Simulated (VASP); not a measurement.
System: K2Ta2SbO4 (a cell with a defect).

```
K Ta O Sb
1.0
     7.97088    0.00000    0.00000
     0.00000    3.98544    0.00000
     0.00000    0.00000    3.98544
K Ta O Sb
2 2 4 1
Direct
  0.00067 0.00397 0.00260
  0.50062 0.99647 0.00703
  0.25172 0.49722 0.50069
  0.74936 0.50518 0.49880
  0.74982 0.50408 0.99643
  0.00080 0.50529 0.49872
  0.25210 0.00251 0.50013
  0.75378 0.99515 0.49622
  0.49906 0.49614 0.50042
```

Base run:

| Item | Value |
| --- | --- |
| Program | VASP 6.6.1 |
| Functional | PBEsol |
| Potentials or basis | VASP PAW PBE potentials, release 64 (K_sv, Ta_pv, O, Sb) |
| Cutoff | 520 eV |
| k mesh | 1 × 1 × 1, shifted |
| Occupations | fermi-dirac, width 0.05 eV |
| Spin | collinear spin |
| Starting moments | [0.0, 0.0, 1.0, 1.0, 0.0, 0.0, 0.0, 0.0, 1.0] μB |

Its results: pressure 61.8 GPa; net moment 0.99 μB per cell; site moments K +0.01, -0.00; Ta +0.44, +0.10; O -0.00, +0.08, -0.01 (each value once); Sb +0.17 μB; largest force 27.420 eV/Å.

Task: After a change of settings the same cell gave: pressure 72.3 GPa; net moment 1.00 μB per cell; site moments K +0.01, -0.00; Ta +0.46, +0.09; O -0.00, +0.07, -0.01 (each value once); Sb +0.16 μB; largest force 27.744 eV/Å. Which change was it?
A. further incar settings from ALGO = Normal; EDIFF = 1e-06; NBANDS = 48; ISYM = -1 to ALGO = Normal; EDIFF = 1e-06; NBANDS = 48; ISYM = 0
B. further incar settings from ALGO = Normal; EDIFF = 1e-06; NBANDS = 48; ISYM = -1 to ALGO = Normal; EDIFF = 1e-06; NBANDS = 48; ISYM = 0; dispersion from none to D4
C. dispersion from none to D4
D. functional from PBEsol to RPBE

Result: D.

RPBE binds less tightly than PBEsol, so the same cell stands under more pressure.

Caveats: atoms lie so close that the PAW spheres overlap strongly, which falsifies energies and pressures; the PAW data sets were made with another functional, which shifts forces and pressure a little.
